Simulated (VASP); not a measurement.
Input of a VASP 6.6.1 run:

Contents of INCAR:

```
PREC = Accurate ; ENCUT = 600
EDIFF = 1E-7 ; ISMEAR = 0
SIGMA = 0.02 ; LREAL = F
LASPH = T ; NELM = 80
ALGO = Normal ; ISIF = 3
LWAVE = F ; LCHARG = F
GGA = PE ; IBRION = 2
NSW = 100 ; EDIFFG = -0.01
```

KPOINTS

```
regular mesh
0
Gamma
  12 12 8
```

File POSCAR:

```
MgS
1.0
    3.6127320043      0.0000000000      0.0000000000
   -1.8063660022      3.1287176928      0.0000000000
    0.0000000000      0.0000000000      3.3065990122
Mg S
1 1
Direct
    0.3333333333      0.6666666667      0.5000000000
    0.0000000000      0.0000000000      0.0000000000
```

Potentials or basis: VASP PAW PBE potentials, release 64 (Mg, S).

Launch:

```console
$ cat potpaw_PBE.64/Mg/POTCAR potpaw_PBE.64/S/POTCAR > POTCAR
$ mpirun -np 1 vasp_std > vasp.out
```

Q: What does it give for the relaxed volume?

A: 18.60 Å³/atom.

Q: Estimate the relaxed cell.

A: a = 3.607 Å, b = 3.607 Å, c = 3.301 Å, α = 90.00°, β = 90.00°, γ = 120.00°.

Q: Estimate the space group after relaxing (to 0.1 Å).

A: P-6m2 (No. 187).

Q: Estimate the band gap on the k mesh.

A: 1.13 eV (least direct gap 2.11 eV).

Step by step:
```tsv
step	energy change (eV)	largest force (eV/Å)	pressure (GPa)	volume (Å³)
1	0.0000	0.0000	-0.34	37.38
2	-0.0002	0.0000	0.06	37.16
3	-0.0002	0.0000	0.00	37.20
```

A k mesh can miss the band edges.
